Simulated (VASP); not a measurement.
# Ga2O3 (R-3c) in VASP: further runs

The runs below take Ga2O3 through single point, with r2SCAN.

All numbers are computed with VASP 6.6.1; they aren't measurements. Logs are shortened: lines on timing, memory, paths and dates and some standing lists are left out, and cuts for length are marked.

## 1. The cell of the first run

It takes space group R-3c (No. 167, trigonal). Conventional cell: a = 4.885 Å, b = 4.885 Å, c = 13.173 Å, α = 90.00°, β = 90.00°, γ = 120.00°. Within 2.5 Å of Ga (site symmetry 3) lie 6 O at 1.89 to 2.03 Å. Within 2.8 Å of O (site symmetry 2) lie 4 Ga at 1.89 to 2.03 Å and 8 O at 2.57 to 2.78 Å.

## 2. Single point, r2SCAN (strain -2.0%)

The input, POSCAR:

```
Ga2O3
1.0
    2.4424165368      1.4101298450      4.3910261139
   -2.4424165368      1.4101298450      4.3910261139
    0.0000000000     -2.8202596900      4.3910261139
Ga O
4 6
Direct
    0.8553745505      0.8553745505      0.8553745505
    0.6446254495      0.6446254495      0.6446254495
    0.1446254495      0.1446254495      0.1446254495
    0.3553745505      0.3553745505      0.3553745505
    0.7500000000      0.4463013970      0.0536986030
    0.4463013970      0.0536986030      0.7500000000
    0.0536986030      0.7500000000      0.4463013970
    0.2500000000      0.5536986030      0.9463013970
    0.9463013970      0.2500000000      0.5536986030
    0.5536986030      0.9463013970      0.2500000000
```

The input, INCAR.step1:

```
SYSTEM = Ga2O3
PREC     = Accurate       ! precision mode
ENCUT    = 520            ! plane-wave cutoff, eV
ISMEAR   = 0              ! smearing method
SIGMA    = 0.01           ! smearing width, eV
LREAL    = .False.        ! projectors in reciprocal space
LASPH    = .True.         ! aspherical terms in the spheres
NELM     = 100            ! most SCF steps
NBANDS   = 55             ! bands
GGA      = PE             ! functional
ALGO     = Normal         ! electronic algorithm
EDIFF    = 1E-4           ! SCF threshold, eV
LWAVE    = .True.         ! write WAVECAR
LCHARG   = .False.        ! write CHGCAR
```

The input, INCAR.step2:

```
SYSTEM = Ga2O3
PREC     = Accurate       ! precision mode
ENCUT    = 520            ! plane-wave cutoff, eV
EDIFF    = 1E-6           ! SCF threshold, eV
ISMEAR   = 0              ! smearing method
SIGMA    = 0.01           ! smearing width, eV
LREAL    = .False.        ! projectors in reciprocal space
LASPH    = .True.         ! aspherical terms in the spheres
NELM     = 100            ! most SCF steps
ALGO     = Normal         ! electronic algorithm
ISIF     = 2              ! what is computed and relaxed
LWAVE    = .False.        ! write WAVECAR
LCHARG   = .False.        ! write CHGCAR
METAGGA  = R2SCAN         ! meta-GGA
LMIXTAU  = .True.       
NBANDS   = 55             ! bands
ISTART   = 1
```

The input, KPOINTS:

```
regular mesh
0
Gamma
  6 6 6
  0 0 0
```

Potentials or basis: VASP PAW PBE potentials, release 64 (Ga_d, O).

On the command line:

```bash
> cat potpaw_PBE.64/Ga_d/POTCAR potpaw_PBE.64/O/POTCAR > POTCAR
> cp INCAR.step1 INCAR
> mpirun -np 1 vasp_std > vasp.out
> cp INCAR.step2 INCAR
> mpirun -np 1 vasp_std > vasp.out
```

OUTCAR:

```text
SYSTEM = Ga2O3
   PREC = Accurate
   ENCUT = 520
   EDIFF = 1E-6
   ISMEAR = 0
   LREAL = .False.
   LASPH = .True.
   NELM = 100
   ISIF = 2
   METAGGA = R2SCAN
   ISTART = 1

 ion  position               nearest neighbor table
   1  0.855  0.855  0.855-   8 1.89  10 1.89   9 1.89   6 2.03   7 2.03   5 2.03   2 2.78   3 2.88
                             3 2.88   3 2.88
   2  0.645  0.645  0.645-   9 1.89  10 1.89   8 1.89   6 2.03   7 2.03   5 2.03   1 2.78   4 2.88
                             4 2.88   4 2.88
   3  0.145  0.145  0.145-   5 1.89   6 1.89   7 1.89  10 2.03   9 2.03   8 2.03   4 2.78   1 2.88
                             1 2.88   1 2.88
   4  0.355  0.355  0.355-   7 1.89   6 1.89   5 1.89  10 2.03   9 2.03   8 2.03   3 2.78   2 2.88
                             2 2.88   2 2.88
   5  0.750  0.446  0.054-   3 1.89   4 1.89   1 2.03   2 2.03
   6  0.446  0.054  0.750-   3 1.89   4 1.89   1 2.03   2 2.03
   7  0.054  0.750  0.446-   4 1.89   3 1.89   1 2.03   2 2.03
   8  0.250  0.554  0.946-   1 1.89   2 1.89   3 2.03   4 2.03
   9  0.946  0.250  0.554-   2 1.89   1 1.89   3 2.03   4 2.03
  10  0.554  0.946  0.250-   1 1.89   2 1.89   3 2.03   4 2.03

  LATTYP: Found a trigonal (rhomboedric) cell.
 ALAT       =     5.2187139270
 COS(alpha) =     0.5619310443

  Lattice vectors:

 A1 = (   2.4424165368,   1.4101298450,   4.3910261139)
 A2 = (  -2.4424165368,   1.4101298450,   4.3910261139)
 A3 = (   0.0000000000,  -2.8202596900,   4.3910261139)

Analysis of symmetry for initial positions (statically):
=====================================================================
 Subroutine PRICEL returns:
 Original cell was already a primitive cell.

 Routine SETGRP: Setting up the symmetry group for a
 trigonal (rhombohedral) supercell.

 Subroutine GETGRP returns: Found 12 space group operations
 (whereof  6 operations were pure point group operations)
 out of a pool of 12 trial point group operations.

The static configuration has the point symmetry S_6 .
 The point group associated with its full space group is D_3d.

Analysis of symmetry for dynamics (positions and initial velocities):
=====================================================================
 Subroutine PRICEL returns:
 Original cell was already a primitive cell.

 Routine SETGRP: Setting up the symmetry group for a
 trigonal (rhombohedral) supercell.

 Subroutine GETGRP returns: Found 12 space group operations
 (whereof  6 operations were pure point group operations)
[... 127 lines left out ...]
   POTIM  = 0.5000    time-step for ionic-motion
   TEBEG  =    0.0;   TEEND  =   0.0 temperature during run
   PSTRESS=    0.0 pullay stress
   NELECT =      88.0000    total number of electrons
   NUPDOWN=      -1.0000    fix difference up-down
   EMIN   =  10.00;   EMAX   =-10.00  energy-range for DOS
   EFERMI =   0.00;   METHOD = LEGACY
   ISMEAR =     0;   SIGMA  =   0.01  broadening in eV -4-tet -1-fermi 0-gaus
   EFERMI_NEDOS =   21; number of points for ismear=-14 and -15
   IALGO  =     38    algorithm
   IMIX   =      4    mixing-type and parameters
     AMIX     =   0.40;   BMIX     =  1.00
     AMIX_MAG =   1.60;   BMIX_MAG =  1.00
  volume/ion in A,a.u.               =       9.07        61.23
  Fermi-wavevector in a.u.,A,eV,Ry     =   1.620455  3.062216 35.727198  2.625875
  Thomas-Fermi vector in A             =   2.714391
   LORBIT       =      0    0 simple, 1 ext, 2 COOP (PROOUT), +10 PAW based schemes
   METAGGA = R2SCAN    functional components
   LHFCALC =     F    Hartree Fock is set to
   AEXX    =    0.0000 exact exchange contribution
   IVDW    =     0    specifies the selected vdW correction
   LEPSILON=     F    determine dielectric tensor
   LRPA    =     F    only Hartree local field effects (RPA)
 non-spin polarized calculation
 Gauss-broadening in eV      SIGMA  =   0.01
  energy-cutoff  :      520.00
  volume of cell :       90.74
 maximum number of plane-waves:      2459
   NGX = 19   NGY = 19   NGZ = 19

 number of electron      88.0000019 magnetization

 Free energy of the ion-electron system (eV)
  ---------------------------------------------------
  ext. energy  EPLUGINS =         0.00000000
  ---------------------------------------------------
  free energy    TOTEN  =      -101.97042111 eV

  energy without entropy =     -101.97042111  energy(sigma->0) =     -101.97042111

 E-fermi :   4.9004     XC(G=0): -13.5464

 val. band max:        4.7994978748   @ k =  -0.1667   0.1667   0.0000
 cond. band min:       9.0443405408   @ k =   0.0000   0.0000   0.0000
 fundamental gap:      4.2448426660
 Fermi energy:         4.9004415069

 k-point     1 :       0.0000    0.0000    0.0000
  band No.  band energies     occupation
      1     -15.6345      2.00000
      2     -13.4205      2.00000
      3     -13.4096      2.00000
      4     -13.4096      2.00000
      5     -13.3745      2.00000
      6     -13.3745      2.00000
[... 1381 lines left out ...]
     54      18.3486      0.00000
     55      18.6964      0.00000

 [... further k-points ...]

------------------------ aborting loop because EDIFF is reached ----------------------------------------

  FORCE on cell =-STRESS in cart. coord.  units (eV):
  Direction    XX          YY          ZZ          XY          YZ          ZX
  --------------------------------------------------------------------------------------
  -------------------------------------------------------------------------------------
  Total       11.1328837     11.1328837      9.7261334     -0.0000000     -0.0000000      0.0000000
  in kB      196.5722228    196.5722228    171.7333724     -0.0000000     -0.0000000      0.0000000
  external PRESSURE =     188.2926060 kB  Pullay stress =       0.0000000 kB

 VOLUME and BASIS-vectors are now :
 -----------------------------------------------------------------------------
  energy-cutoff  :      520.00
  volume of cell :       90.74
      direct lattice vectors                 reciprocal lattice vectors
     2.442416537  1.410129845  4.391026114     0.204715286  0.118192426  0.075912401
    -2.442416537  1.410129845  4.391026114    -0.204715286  0.118192426  0.075912401
     0.000000000 -2.820259690  4.391026114     0.000000000 -0.236384851  0.075912401

 POSITION                                       TOTAL-FORCE (eV/Angst)
 -----------------------------------------------------------------------------------
      0.00000      0.00000     11.26792         0.000000      0.000000     -0.052811
      0.00000      0.00000      8.49170         0.000000      0.000000      0.052811
      0.00000      0.00000      1.90516         0.000000      0.000000      0.052811
      0.00000      0.00000      4.68138         0.000000      0.000000     -0.052811
      0.74176      1.53550      5.48878        -0.023530      0.040755      0.000000
      0.95890     -1.41013      5.48878         0.047060      0.000000      0.000000
     -1.70066     -0.12537      5.48878        -0.023530     -0.040755      0.000000
     -0.74176     -1.53550      7.68430         0.023530     -0.040755      0.000000
      1.70066      0.12537      7.68430         0.023530      0.040755      0.000000
     -0.95890      1.41013      7.68430        -0.047060      0.000000      0.000000
 -----------------------------------------------------------------------------------
    total drift:                                0.000000      0.000000     -0.000000

  FREE ENERGIE OF THE ION-ELECTRON SYSTEM (eV)
  ---------------------------------------------------
  free  energy   TOTEN  =      -101.9704211109 eV

  energy  without entropy=     -101.9704211109  energy(sigma->0) =     -101.97042111
```

Run time: 24 min. Hardware: 1 thread of Oxide Virtual Turin-like, shared host; peak memory 0.28 GiB.

What came out:

```
Free energy            : -101.9704 eV
Pressure               : 18.8 GPa
Largest force          : 0.053 eV/Å
Band gap on the k mesh : 4.24 eV (least direct gap 4.53 eV)
```

Forces in eV/Å, atoms in the order of the input:
```
Ga   0.000  0.000 -0.053
Ga   0.000  0.000  0.053
Ga   0.000  0.000  0.053
Ga   0.000  0.000 -0.053
O   -0.024  0.041  0.000
O    0.047  0.000  0.000
O   -0.024 -0.041  0.000
O    0.024 -0.041  0.000
O    0.024  0.041  0.000
O   -0.047  0.000  0.000
```

Levels at points of the mesh, in eV from the valence-band top:
| k point | band 41 | band 42 | band 43 | band 44 | band 45 | band 46 | band 47 | band 48 |
| --- | --- | --- | --- | --- | --- | --- | --- | --- |
| (0.00, 0.00, 0.00) | -0.30 | -0.30 | -0.29 | -0.29 | 4.24 | 8.10 | 8.13 | 10.40 |
| (0.50, 0.00, 0.00) | -1.09 | -1.09 | -0.17 | -0.17 | 7.88 | 7.88 | 8.15 | 8.15 |
| (0.50, 0.50, 0.00) | -0.92 | -0.70 | -0.24 | -0.14 | 8.10 | 8.24 | 9.01 | 9.34 |
| (0.50, 0.50, 0.50) | -0.31 | -0.31 | -0.31 | -0.31 | 7.30 | 7.30 | 9.33 | 9.33 |

Caveat: the cell differs from its parent crystal (strain -2.0%); the cell stands under pressure; the PAW data sets were made with another functional, which shifts forces and pressure a little. A k mesh can miss the band edges.

## 3. Single point, r2SCAN (strain -1.0%)

The input, POSCAR:

```
Ga2O3
1.0
    2.4673391545      1.4245189250      4.4358325028
   -2.4673391545      1.4245189250      4.4358325028
    0.0000000000     -2.8490378501      4.4358325028
Ga O
4 6
Direct
    0.8553711113      0.8553711113      0.8553711113
    0.6446288887      0.6446288887      0.6446288887
    0.1446288887      0.1446288887      0.1446288887
    0.3553711113      0.3553711113      0.3553711113
    0.7500000000      0.4463557949      0.0536442051
    0.4463557949      0.0536442051      0.7500000000
    0.0536442051      0.7500000000      0.4463557949
    0.2500000000      0.5536442051      0.9463557949
    0.9463557949      0.2500000000      0.5536442051
    0.5536442051      0.9463557949      0.2500000000
```

The input, INCAR.step1:

```
SYSTEM = Ga2O3
ALGO = Normal ; EDIFF = 1E-4
ENCUT = 520 ; GGA = PE
ISMEAR = 0 ; LASPH = .TRUE.
LCHARG = .FALSE. ; LREAL = .FALSE.
LWAVE = .TRUE. ; NBANDS = 55
NELM = 60 ; PREC = Accurate
SIGMA = 0.01
```

The input, INCAR.step2:

```
SYSTEM = Ga2O3
ALGO = Normal ; EDIFF = 1E-6
ENCUT = 520 ; ISIF = 2
ISMEAR = 0 ; ISTART = 1
LASPH = .TRUE. ; LCHARG = .FALSE.
LMIXTAU = .TRUE. ; LREAL = .FALSE.
LWAVE = .FALSE. ; METAGGA = R2SCAN
NBANDS = 55 ; NELM = 60
PREC = Accurate ; SIGMA = 0.01
```

The input, KPOINTS:

```
k-points
0
G
  6 6 6
  0 0 0
```

Potentials or basis: VASP PAW PBE potentials, release 64 (Ga_d, O).

On the command line:

```bash
> cat potpaw_PBE.64/Ga_d/POTCAR potpaw_PBE.64/O/POTCAR > POTCAR
> cp INCAR.step1 INCAR
> mpirun -np 1 vasp_std > vasp.out
> cp INCAR.step2 INCAR
> mpirun -np 1 vasp_std > vasp.out
```

It took 26 min on 1 thread of Oxide Virtual Turin-like, shared host; peak memory 0.29 GiB.

Results (log left out):

```
Free energy            : -102.2225 eV
Pressure               : 9.8 GPa
Largest force          : 0.041 eV/Å
Band gap on the k mesh : 3.89 eV (least direct gap 4.17 eV)
```

Forces on the atoms (eV/Å):
```
Ga   0.000  0.000 -0.035
Ga   0.000  0.000  0.035
Ga   0.000  0.000  0.035
Ga   0.000  0.000 -0.035
O   -0.020  0.035  0.000
O    0.041  0.000  0.000
O   -0.020 -0.035  0.000
O    0.020 -0.035  0.000
O    0.020  0.035  0.000
O   -0.041  0.000  0.000
```

Stress tensor (GPa, compression positive):
```
10.24  0.00  0.00
 0.00 10.24  0.00
 0.00  0.00  8.77
```

Levels at points of the mesh, in eV from the valence-band top:
| k point | band 41 | band 42 | band 43 | band 44 | band 45 | band 46 | band 47 | band 48 |
| --- | --- | --- | --- | --- | --- | --- | --- | --- |
| (0.00, 0.00, 0.00) | -0.30 | -0.30 | -0.28 | -0.28 | 3.89 | 7.81 | 7.88 | 10.09 |
| (0.50, 0.00, 0.00) | -1.05 | -1.05 | -0.16 | -0.16 | 7.55 | 7.55 | 7.84 | 7.84 |
| (0.50, 0.50, 0.00) | -0.90 | -0.70 | -0.25 | -0.14 | 7.73 | 7.89 | 8.72 | 8.95 |
| (0.50, 0.50, 0.50) | -0.30 | -0.30 | -0.30 | -0.30 | 6.96 | 6.96 | 9.03 | 9.03 |

Caveat: the cell differs from its parent crystal (strain -1.0%); the cell stands under pressure; the PAW data sets were made with another functional, which shifts forces and pressure a little.

## 4. Single point, r2SCAN

This run uses another cell than the first one, of 9.64 Å³/atom.

The input, POSCAR:

```
Ga2O3
1.0
    2.4922617722      1.4389080051      4.4806388918
   -2.4922617722      1.4389080051      4.4806388918
    0.0000000000     -2.8778160102      4.4806388917
Ga O
4 6
Direct
    0.8554263242      0.8554263242      0.8554263242
    0.6445736758      0.6445736758      0.6445736758
    0.1445736758      0.1445736758      0.1445736758
    0.3554263242      0.3554263242      0.3554263242
    0.7500000000      0.4463665328      0.0536334672
    0.4463665328      0.0536334672      0.7500000000
    0.0536334672      0.7500000000      0.4463665328
    0.2500000000      0.5536334672      0.9463665328
    0.9463665328      0.2500000000      0.5536334672
    0.5536334672      0.9463665328      0.2500000000
```

The input, INCAR.step1:

```
PREC = Accurate
ENCUT = 520
ISMEAR = 0
SIGMA = 0.01
LREAL = False
LASPH = True
NELM = 60
NBANDS = 55
GGA = PE
ALGO = Normal
EDIFF = 1E-4
LWAVE = True
LCHARG = False
```

The input, INCAR.step2:

```
PREC = Accurate
ENCUT = 520
EDIFF = 1E-7
ISMEAR = 0
SIGMA = 0.01
LREAL = False
LASPH = True
NELM = 60
ALGO = Normal
ISIF = 2
LWAVE = False
LCHARG = False
METAGGA = R2SCAN
LMIXTAU = True
NBANDS = 55
ISTART = 1
```

The input, KPOINTS:

```
regular mesh
0
Gamma
  6 6 6
```

On the command line:

```bash
> cat potpaw_PBE.64/Ga_d/POTCAR potpaw_PBE.64/O/POTCAR > POTCAR
> cp INCAR.step1 INCAR
> mpirun -np 1 vasp_std > vasp.out
> cp INCAR.step2 INCAR
> mpirun -np 1 vasp_std > vasp.out
```

Run time: 24 min. Hardware: 1 thread of Oxide Virtual Turin-like, shared host; peak memory 0.3 GiB.

The run converged. Its results:

- Free energy: -102.3286 eV
- Pressure: 1.9 GPa
- Largest force: 0.041 eV/Å
- Band gap on the k mesh: 3.54 eV (least direct gap 3.80 eV)

Forces in eV/Å, atoms in the order of the input:
```
Ga   0.000  0.000 -0.034
Ga   0.000  0.000  0.034
Ga   0.000  0.000  0.034
Ga   0.000  0.000 -0.034
O   -0.021  0.036  0.000
O    0.041  0.000  0.000
O   -0.021 -0.036  0.000
O    0.021 -0.036  0.000
O    0.021  0.036  0.000
O   -0.041  0.000  0.000
```

Stress tensor (GPa, compression positive):
```
2.14 0.00 0.00
0.00 2.14 0.00
0.00 0.00 1.46
```

Levels at points of the mesh, in eV from the valence-band top:
| k point | band 42 | band 43 | band 44 | band 45 | band 46 | band 47 |
| --- | --- | --- | --- | --- | --- | --- |
| (0.00, 0.00, 0.00) | -0.31 | -0.26 | -0.26 | 3.54 | 7.50 | 7.66 |
| (0.50, 0.00, 0.00) | -1.00 | -0.16 | -0.16 | 7.21 | 7.21 | 7.54 |
| (0.50, 0.50, 0.00) | -0.70 | -0.25 | -0.14 | 7.37 | 7.56 | 8.43 |
| (0.50, 0.50, 0.50) | -0.30 | -0.30 | -0.30 | 6.64 | 6.64 | 8.72 |

Caveat: the PAW data sets were made with another functional, which shifts forces and pressure a little. A k mesh can miss the band edges.

(Continued in part 2 of 3.)
